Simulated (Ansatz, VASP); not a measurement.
# Sn in VASP and in Ansatz

The input INCAR:

```
SYSTEM = Sn
  PREC = Accurate
  ENCUT = 520
  EDIFF = 1E-7
  ISMEAR = 0
  SIGMA = 0.026000000000000002
  LREAL = .FALSE.
  LASPH = .TRUE.
  NELM = 80
  ALGO = Normal
  ISIF = 2
  LWAVE = .FALSE.
  LCHARG = .TRUE.
  GGA = PE
  LELF = .TRUE.
  LVHAR = .TRUE.
  NBANDS = 21
```

KPOINTS

```
regular mesh
0
G
  7 7 7
  0 0 0
```

The input POSCAR:

```
Sn
1.0
    0.0000000000      3.2333428000      3.2333428000
    3.2333428000      0.0000000000      3.2333428000
    3.2333428000      3.2333428000      0.0000000000
Sn
2
Direct
    0.7500000000      0.7500000000      0.7500000000
    0.5000000000      0.5000000000      0.5000000000
```

File input.yaml:

```yaml
crystal:
  lattice:
    - [0.0, 3.2333428, 3.2333428]
    - [3.2333428, 0.0, 3.2333428]
    - [3.2333428, 3.2333428, 0.0]
  atoms:
    - { symbol: Sn, position: [0.75, 0.75, 0.75] }
    - { symbol: Sn, position: [0.5, 0.5, 0.5] }
kpoints:
  mp_grid: { grid: [7, 7, 7] }
scf:
  occupations: { method: gaussian, width: 0.026 }
hamiltonian:
  xc: pbe
  pseudopotentials: { kind: all_electron, lapw: { basis_error: 0.001 } }
output:
  forces: true
  stress: true
  eigenvalues: true
```

Alike in both runs: task single point; functional PBE; k mesh 7 × 7 × 7; occupations gaussian, width 0.026 eV; no spin polarisation.

|  | VASP | Ansatz |
| --- | --- | --- |
| version | VASP 6.6.1 | Ansatz 0.2.0 |
| potentials or method | VASP PAW PBE potentials, release 64 (Sn_d), cutoff 520 eV | all-electron LAPW, scalar-relativistic |

```csv
,VASP,Ansatz,Ansatz less VASP
gap on the k mesh at the Fermi level (eV),none,none,-
pressure (GPa),3.8,3.8,+0.06
```

A gap of «none» marks a metal or a gap that the smearing closes. Ansatz ran all-electron here, and VASP with PAW potentials.
